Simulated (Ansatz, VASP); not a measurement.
# One calculation of CO2, two programs

```
C O
1.0
     4.10897    0.00000    0.00000
     0.31284    4.09704    0.00000
    -2.21091   -2.04852    2.79269
C O
2 4
Direct
  0.75000 0.25000 0.50000
  0.00000 0.00000 0.00000
  0.70980 0.12500 0.08480
  0.04020 0.62500 0.91520
  0.37500 0.29020 0.41520
  0.87500 0.95980 0.58480
```

Alike in both runs: task single point; functional LDA; k mesh 6 × 6 × 6; no spin polarisation.

```csv
,VASP,Ansatz
version,VASP 6.6.1,Ansatz 0.2.0
potentials or method,"VASP PAW LDA potentials, release 64 (C_h, O_h), cutoff 910 eV","plane waves, PAW"
occupations,"gaussian, width 0.01 eV",fixed
valence electrons in the cell,32,32
```

|  | VASP | Ansatz | Ansatz less VASP |
| --- | --- | --- | --- |
| rms of the force components (eV/Å) | 0.222 | 0.258 | +0.0360 |

LDA's correlation is that of Perdew and Zunger in VASP and of Perdew and Wang (1992) in Ansatz. Atom by atom the forces differ by 0.036 eV/Å (rms over components).

Noted on VASP's run: the cutoff is short for stress, so the pressure is rough.
